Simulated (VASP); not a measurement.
BaF2:

```
CELL_PARAMETERS angstrom
0.00000 3.12300 3.12300
3.12300 0.00000 3.12300
3.12300 3.12300 0.00000
ATOMIC_POSITIONS crystal
Ba 0.00000 0.00000 0.00000
F 0.25000 0.25000 0.25000
F 0.75000 0.75000 0.75000
```

| Item | Value |
| --- | --- |
| Program | VASP 6.6.1 |
| Task | relaxation of cell and atoms |
| Functional | PBEsol |
| Potentials or basis | VASP PAW PBE potentials, release 64 (Ba_sv, F) |
| Cutoff | 600 eV |
| k mesh | 6 × 6 × 6 |
| Occupations | gaussian, width 0.02 eV |
| Spin | no spin polarisation |

At the start: pressure -1.9 GPa; volume 20.31 Å³/atom.

Task: Where does the relaxation end?

Result: Over 3 steps the energy falls by 4.2 meV/atom and the volume is 19.63 Å³/atom (-3.3 %); space group Fm-3m (No. 225, to 0.05 Å).

The path:
```tsv
step	energy change (eV)	largest force (eV/Å)	pressure (GPa)	volume (Å³)
1	0.0000	0.0000	-1.92	60.92
2	-0.0126	0.0000	0.09	58.80
3	-0.0126	0.0000	0.00	58.88
```

Final structure:
```xyz
3
Lattice="0.0000 3.0877 3.0877 3.0877 0.0000 3.0877 3.0877 3.0877 0.0000" Properties=species:S:1:pos:R:3 pbc="T T T"
Ba    0.0000    0.0000    0.0000
F     1.5439    1.5439    1.5439
F     4.6316    4.6316    4.6316
```

Caveat: the PAW data sets were made with another functional, which shifts forces and pressure a little.
